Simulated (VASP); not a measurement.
**BaS: single point with PBEsol**

BaS:

```
CELL_PARAMETERS angstrom
0.06388 3.22569 3.22569
3.22569 0.06388 3.22569
3.22569 3.22569 0.06388
ATOMIC_POSITIONS crystal
Ba 0.00000 0.00000 0.00000
S 0.50000 0.50000 0.50000
```

This cell differs from its parent crystal: equal xy, yz and zx shear strains of +2 %.

```yaml
Program: VASP 6.6.1
Task: single point
Functional: PBEsol
Potentials_or_basis: VASP PAW PBE potentials, release 64 (Ba_sv, S)
Cutoff: 520 eV
k_mesh: 8 × 8 × 8
Occupations: fermi-dirac, width 0.02 eV
Spin: no spin polarisation
```

The pressure is -0.5 GPa and the band gap on the k mesh is 1.95 eV (least direct gap 2.09 eV).

Stress tensor (GPa, compression positive):
```
-0.54 -0.40 -0.40
-0.40 -0.54 -0.40
-0.40 -0.40 -0.54
```

Levels at points of the mesh, in eV from the valence-band top:
```
           k point  band 5  band 6  band 7  band 8  band 9  band 10  band 11  band 12
(0.00, 0.00, 0.00)  -10.38   -0.07    0.00    0.00    3.33     3.65     3.84     3.84
(0.50, 0.00, 0.00)   -9.12   -2.02   -1.22   -1.10    5.40     5.50     6.19     6.41
(0.50, 0.50, 0.00)  -10.28   -0.57   -0.19   -0.14    1.95     5.87     5.88     7.34
(0.50, 0.50, 0.50)   -9.08   -2.03   -1.05   -1.05    5.37     5.50     6.13     6.13
```

Wall time 48 s on 1 thread of Intel(R) Xeon(R) Platinum 8259CL CPU @ 2.50GHz (Skylake/Cascade Lake), with other jobs on the host, peak memory 0.24 GiB.

Caveat: the cell differs from its parent crystal (equal xy, yz and zx shear strains of +2 %); the PAW data sets were made with another functional, which shifts forces and pressure a little; spin-orbit coupling is left out, which moves the levels of the heavy elements. A k mesh can miss the band edges.
